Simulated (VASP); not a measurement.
# CuO: single point with PBE

Crystal: CuO.

```xyz
2
Lattice="0.0000 2.1220 2.1220 2.1220 0.0000 2.1220 2.1220 2.1220 0.0000" Properties=species:S:1:pos:R:3 pbc="T T T"
Cu    2.1220    2.1220    2.1220
O     0.0000    0.0000    0.0000
```

```json
{
 "Program": "VASP 6.6.1",
 "Task": "single point",
 "Functional": "PBE",
 "Potentials or basis": "VASP PAW PBE potentials, release 64 (Cu, O)",
 "Cutoff": "520 eV",
 "k mesh": "22 × 22 × 22",
 "Occupations": "gaussian, width 0.1 eV",
 "Spin": "no spin polarisation"
}
```

| Quantity | Value |
| --- | --- |
| Pressure | 0.2 GPa |
| Band gap on the k mesh | zero (an odd number of electrons rules out a gap without spin polarisation) |

Levels at points of the mesh, in eV from the Fermi level:
| k point | band 7 | band 8 | band 9 | band 10 | band 11 | band 12 |
| --- | --- | --- | --- | --- | --- | --- |
| (0.00, 0.00, 0.00) | -2.33 | -2.18 | -2.18 | 1.40 | 18.17 | 18.64 |
| (0.50, 0.00, 0.00) | -1.40 | 0.73 | 0.73 | 5.74 | 9.55 | 13.74 |
| (0.50, 0.50, 0.00) | -1.64 | -1.64 | -1.47 | 5.62 | 10.57 | 12.07 |

It took 32 s on 1 thread of Intel(R) Xeon(R) 6975P-C (Granite Rapids) (shared host), peak memory 0.21 GiB.

Caveat: an odd number of electrons without spin polarisation forces a metal; a magnetic or distorted state may lie lower; semilocal functionals often make such compounds metallic where correlation or magnetic order opens a gap, which also shifts bond lengths. With open d or f shells a metallic result of PBE can be an artefact of self-interaction; +U or a hybrid may open a gap.
